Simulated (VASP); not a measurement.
Wanted: the native input for a VASP 6.6.1 run.

* Task: single point
* Functional: PBE
* Potentials or basis: VASP PAW PBE potentials, release 64 (Ba_sv, S)
* Cutoff: 500 eV
* k mesh: 4 × 4 × 4
* Occupations: gaussian, width 0.05 eV
* Spin: no spin polarisation
* Dipole correction: no
* Further INCAR settings: ALGO = Normal; EDIFF = 1e-06; NBANDS = 15

The structure of BaS lies in POSCAR:

```
BaS
1.0
    0.0000000000      3.5196861896      3.5196861896
    3.5196861896      0.0000000000      3.5196861896
    3.5196861896      3.5196861896      0.0000000000
Ba S
1 1
Direct
    0.0000000000      0.0000000000      0.0000000000
    0.2500000000      0.2500000000      0.2500000000
```

These files were run (other wordings do the same):

INCAR

```
SYSTEM = BaS
PREC = Accurate
ENCUT = 500
EDIFF = 1E-6
ISMEAR = 0
SIGMA = 0.05
LREAL = .FALSE.
LASPH = .TRUE.
NELM = 120
ALGO = Normal
ISIF = 2
LWAVE = .FALSE.
LCHARG = .TRUE.
GGA = PE
LELF = .TRUE.
LVHAR = .TRUE.
NBANDS = 15
GGA_COMPAT = .FALSE.
```

KPOINTS

```
Automatic mesh
0
G
  4 4 4
  0 0 0
```

Potentials or basis: VASP PAW PBE potentials, release 64 (Ba_sv, S).

The run is started by

```bash
$ cat potpaw_PBE.64/Ba_sv/POTCAR potpaw_PBE.64/S/POTCAR > POTCAR
$ mpirun -np 1 vasp_std > vasp.out
```

It gave:

```yaml
Pressure: 0.4 GPa
Band_gap_on_the_k_mesh: 2.76 eV, indirect (least direct gap 3.41 eV)
```

Caveat: spin-orbit coupling is left out, which moves the levels of the heavy elements.

Wall time 6.8 s on 1 thread of Intel(R) Xeon(R) 6975P-C (Granite Rapids), with other jobs on the host, peak memory 0.2 GiB.
